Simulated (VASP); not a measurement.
A run of VASP 6.6.1 is set up as follows.

File INCAR:

```
PREC     = Accurate       # precision mode
ENCUT    = 600            # plane-wave cutoff, eV
EDIFF    = 1E-6           # SCF threshold, eV
ISMEAR   = 0              # smearing method
SIGMA    = 0.1            # smearing width, eV
LREAL    = F              # projectors in reciprocal space
LASPH    = T              # aspherical terms in the spheres
NELM     = 60             # most SCF steps
ALGO     = Normal         # electronic algorithm
ISIF     = 3              # what is computed and relaxed
LWAVE    = F              # write WAVECAR
LCHARG   = F              # write CHGCAR
GGA      = PE             # functional
IBRION   = 2              # ionic algorithm
NSW      = 90             # ionic steps
EDIFFG   = -0.04          # ionic threshold
```

Contents of KPOINTS:

```
regular mesh
0
Gamma
  6 6 4
```

Contents of POSCAR:

```
AlH6
1.0
    4.0060451700      0.0000000000      0.0000000000
   -2.0030225900      3.4693368900      0.0000000000
    0.0000000000      0.0000000000      3.7787190300
Al H
1 6
Direct
    0.0000000000      0.0000000000      0.4418860200
    0.4296435700      0.5703564300      0.3797126200
    0.4296435700      0.8592871300      0.3797126200
    0.1407128700      0.5703564300      0.3797126200
    0.0000000000      0.0000000000      0.7815209300
    0.3333333300      0.6666666700      0.8594320100
    0.3333333300      0.6666666700      0.1433413800
```

Potentials or basis: VASP PAW PBE potentials, release 64 (Al, H).

Run with:

```bash
$ cat potpaw_PBE.64/Al/POTCAR potpaw_PBE.64/H/POTCAR > POTCAR
$ mpirun -np 1 vasp_std > vasp.out
```

**Question.** What does it give for the space group after relaxing (to 0.05 Å)?

**Answer.** P-6m2 (No. 187).

**Question.** Predict the relaxed volume.

**Answer.** 6.78 Å³/atom.

**Question.** Estimate the relaxed cell.

**Answer.** a = 3.839 Å, b = 3.839 Å, c = 3.716 Å, α = 90.00°, β = 90.00°, γ = 120.00°.

The path:
```tsv
step	energy change (eV)	largest force (eV/Å)	pressure (GPa)	volume (Å³)
1	0.0000	8.3477	12.62	52.52
2	-3.4237	2.2886	-2.43	57.05
3	-3.4112	1.1042	-2.98	56.69
4	-3.4242	1.9697	-2.59	56.96
5	-3.5435	2.5606	-4.93	56.02
6	-3.5481	2.1653	-4.58	56.19
7	-3.6731	1.9039	-4.29	55.23
8	-3.9563	1.1791	-2.67	52.40
9	-4.1099	0.8889	4.02	47.02
10	-4.1251	0.6446	2.01	48.25
11	-4.1551	0.3866	1.22	48.56
12	-4.1783	0.5793	-0.19	49.26
13	-4.1915	0.3755	-1.42	49.48
14	-4.1915	0.3491	-1.38	49.48
15	-4.2106	0.2886	-1.45	49.39
16	-4.2475	0.1576	-1.52	49.12
17	-4.2200	0.6147	-0.76	48.44
18	-4.2534	0.2128	-1.38	48.91
19	-4.2613	0.3076	-1.20	48.35
20	-4.2619	0.4363	-1.11	48.15
21	-4.2671	0.1629	-0.40	47.70
22	-4.2677	0.0643	-0.03	47.48
23	-4.2688	0.0628	0.00	47.44
24	-4.2709	0.1536	0.08	47.32
25	-4.2702	0.3390	0.29	47.08
26	-4.2714	0.2273	0.16	47.22
27	-4.2722	0.1270	0.28	47.20
28	-4.2726	0.0604	0.46	47.17
29	-4.2729	0.0546	0.42	47.20
30	-4.2737	0.0482	0.31	47.28
31	-4.2746	0.0371	0.09	47.44
```

Caveat: the k points lie up to 0.42 Å⁻¹ apart in the final cell.
